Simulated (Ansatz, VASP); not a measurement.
## Two plane-wave programs on Pb

```
CELL_PARAMETERS angstrom
0.00000 2.47502 2.47502
2.47502 0.00000 2.47502
2.47502 2.47502 0.00000
ATOMIC_POSITIONS crystal
Pb 0.00000 0.00000 0.00000
```

Alike in both runs: task single point; functional r2SCAN0; k mesh 5 × 5 × 5; occupations fermi-dirac, width 0.05 eV; non-collinear spin, spin-orbit coupling.

|  | VASP | Ansatz |
| --- | --- | --- |
| version | VASP 6.6.1 | Ansatz 0.2.0 |
| potentials or method | VASP PAW PBE potentials, release 64 (Pb_d) | Ansatz PAW |
| plane-wave cutoff (eV) | 520 | 500 |
| valence electrons in the cell | 14 | 14 |

Ansatz gave:

| Item | Value |
| --- | --- |
| pressure (GPa) | -0.2 |
| net moment per atom (μB) | 0.00 |

Problem. Which values does VASP return?

Solution. Pressure (GPa): -0.3; net moment per atom (μB): 0.04.

VASP's potentials were made for PBE, not for r2SCAN0. The functional is the same, so the differences come from potentials, cutoffs and numerics.

The k mesh is coarse, so the values compare programs but aren't converged.
